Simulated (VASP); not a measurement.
Set up this calculation in VASP 6.6.1, as the native input.

| Quantity | Value |
| --- | --- |
| Task | relaxation of cell and atoms |
| Functional | PBE |
| Potentials or basis | VASP PAW PBE potentials, release 64 (Li_sv) |
| Cutoff | 600 eV |
| k mesh | 6 × 6 × 2 |
| Occupations | gaussian, width 0.1 eV |
| Spin | no spin polarisation |
| Dipole correction | no |
| Further INCAR settings | ALGO = Fast; EDIFF = 1e-07; IBRION = 2; EDIFFG = -0.04; NSW = 90; ISIF = 3 |

The structure of Li lies in POSCAR:

```
Li
1.0
    2.8837548802     -1.9059413716      0.0000000000
    2.8837548802      1.9059413716      0.0000000000
    0.0000000000      0.0000000000      7.7748098494
Li
4
Direct
    0.8500000000      0.1500000000      0.1170000000
    0.6500000000      0.3500000000      0.6170000000
    0.1500000000      0.8500000000      0.8830000000
    0.3500000000      0.6500000000      0.3830000000
```

The input as run:

INCAR

```
PREC = Accurate ; ENCUT = 600
EDIFF = 1E-7 ; ISMEAR = 0
SIGMA = 0.1 ; LREAL = F
LASPH = T ; NELM = 60
ALGO = Fast ; ISIF = 3
LWAVE = F ; LCHARG = F
GGA = PE ; IBRION = 2
NSW = 90 ; EDIFFG = -0.04
```

KPOINTS

```
Automatic mesh
0
Gamma
  6 6 2
```

Potentials or basis: VASP PAW PBE potentials, release 64 (Li_sv).

Command:

```sh
$ cat potpaw_PBE.64/Li_sv/POTCAR > POTCAR
$ mpirun -np 1 vasp_std > vasp.out
```

Results of the run:

| Quantity | Value |
| --- | --- |
| Relaxed volume | 19.87 Å³/atom |
| Relaxed cell | a = 2.944 Å, b = 2.944 Å, c = 9.370 Å, α = 90.00°, β = 90.00°, γ = 78.00° |
| Space group after relaxing (to 0.05 Å) | Cmce (No. 64) |
| Energy gained by relaxing | 203.4 meV/atom |
| Ionic steps | 17 |
| Pressure after relaxing | -0.1 GPa |
| Largest force after relaxing | 0.027 eV/Å |
| Band gap on the k mesh | zero (band 6 reaches 3.11 eV, above the bottom of band 7 at -1.63 eV) |

Caveat: the k points lie up to 0.36 Å⁻¹ apart in the final cell; the cutoff is under 1.25 times the usual one of these potentials, so pressure, stress and relaxed cells hold a basis-set (Pulay) error.

It took 6.6 min on 1 thread of Intel(R) Xeon(R) Platinum 8488C (Sapphire Rapids), on a shared host, peak memory 0.22 GiB.
